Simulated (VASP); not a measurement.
A run of VASP 6.6.1:

Contents of POSCAR:

```
SrO
1.0
    0.0000000000      2.5837846888      2.5837846888
    2.5837846888      0.0000000000      2.5837846888
    2.5837846888      2.5837846888      0.0000000000
Sr O
1 1
Direct
    0.5000000000      0.5000000000      0.5000000000
    0.0000000000      0.0000000000      0.0000000000
```

The input INCAR.step1:

```
SYSTEM = SrO
ALGO = Normal ; EDIFF = 1E-5
ENCUT = 660 ; GGA = PE
GGA_COMPAT = .False. ; ISMEAR = 0
LASPH = .True. ; LCHARG = .False.
LDAU = .True. ; LDAUJ = 0 0
LDAUL = -1 1 ; LDAUTYPE = 2
LDAUU = 0 1.1 ; LREAL = .False.
LWAVE = .True. ; NBANDS = 15
NELM = 200 ; PREC = Accurate
SIGMA = 0.1
```

Contents of INCAR.step2:

```
SYSTEM = SrO
ALGO = Normal ; EDIFF = 1E-6
ENCUT = 660 ; GGA_COMPAT = .False.
ISIF = 2 ; ISMEAR = 0
ISTART = 1 ; LASPH = .True.
LCHARG = .False. ; LDAU = .True.
LDAUJ = 0 0 ; LDAUL = -1 1
LDAUPRINT = 1 ; LDAUTYPE = 2
LDAUU = 0 1.1 ; LMIXTAU = .True.
LREAL = .False. ; LWAVE = .False.
METAGGA = R2SCAN ; NBANDS = 15
NELM = 200 ; PREC = Accurate
SIGMA = 0.1
```

KPOINTS

```
k-points
0
Gamma
  2 2 2
  0 0 0
```

Potentials or basis: VASP PAW PBE potentials, release 64 (Sr_sv, O).

Launch:

```bash
$ cat potpaw_PBE.64/Sr_sv/POTCAR potpaw_PBE.64/O/POTCAR > POTCAR
$ cp INCAR.step1 INCAR
$ mpirun -np 1 vasp_std > vasp.out
$ cp INCAR.step2 INCAR
$ mpirun -np 1 vasp_std > vasp.out
```

Hardware: 1 thread of AMD EPYC 7R43 64-Core Processor (Zen 3) (shared host).

How long does it take, and how much memory?

Run time: 22 s on 1 thread of AMD EPYC 7R43 64-Core Processor (Zen 3), on a shared host, peak memory 0.15 GiB. Counts: k points 3.
